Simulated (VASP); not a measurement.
Input of a VASP 6.6.1 run:

The input INCAR:

```
SYSTEM = In2O
PREC = Accurate ; ENCUT = 520
EDIFF = 1E-7 ; ISMEAR = -1
SIGMA = 0.06122561905347299 ; LREAL = .False.
LASPH = .True. ; NELM = 60
ALGO = Normal ; ISIF = 2
LWAVE = .False. ; LCHARG = .True.
GGA = PE ; LELF = .True.
LVHAR = .True. ; NBANDS = 23
```

File KPOINTS:

```
regular mesh
0
Gamma
  29 29 29
  0 0 0
```

Contents of POSCAR:

```
In2O
1.0
    0.0000000000      3.2270960057      3.2270960057
    3.2270960057      0.0000000000      3.2270960057
    3.2270960057      3.2270960057      0.0000000000
In O
2 1
Direct
    0.2500000000      0.2500000000      0.2500000000
    0.7500000000      0.7500000000      0.7500000000
    0.0000000000      0.0000000000      0.0000000000
```

Potentials or basis: VASP PAW PBE potentials, release 64 (In_d, O).

Launch:

```sh
$ cat potpaw_PBE.64/In_d/POTCAR potpaw_PBE.64/O/POTCAR > POTCAR
$ mpirun -np 1 vasp_std > vasp.out
```

**Question.** Predict the pressure.

**Answer.** -0.9 GPa.

**Question.** What does it give for the band gap on the k mesh?

**Answer.** Zero (bands 16 and 17 overlap by 1.62 eV).

Caveat: spin-orbit coupling is left out, which moves the levels of the heavy elements.
